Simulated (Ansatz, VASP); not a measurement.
# Two plane-wave programs on Ca

```
CELL_PARAMETERS angstrom
-2.15382 2.15382 2.15382
2.15382 -2.15382 2.15382
2.15382 2.15382 -2.15382
ATOMIC_POSITIONS crystal
Ca 0.00000 0.00000 0.00000
```

Alike in both runs: functional PBE; dispersion D3(BJ); k mesh 14 × 14 × 14; occupations gaussian, width 0.1 eV; no spin polarisation.

Ansatz relaxed the structure, and its values are those at the end. VASP's run is a single point on that final structure, the one shown.

|  | VASP | Ansatz |
| --- | --- | --- |
| version | VASP 6.6.1 | Ansatz 0.2.0 |
| potentials or method | VASP PAW PBE potentials, release 64 (Ca_sv), cutoff 520 eV | scalar-relativistic, plane waves, PAW |
| valence electrons in the cell | 10 | 10 |

```tsv
	VASP	Ansatz	Ansatz less VASP
gap on the k mesh at the Fermi level (eV)	none	none	-
pressure (GPa)	0.0	0.0	-0.03
```

A gap of «none» marks a metal or a gap that the smearing closes.
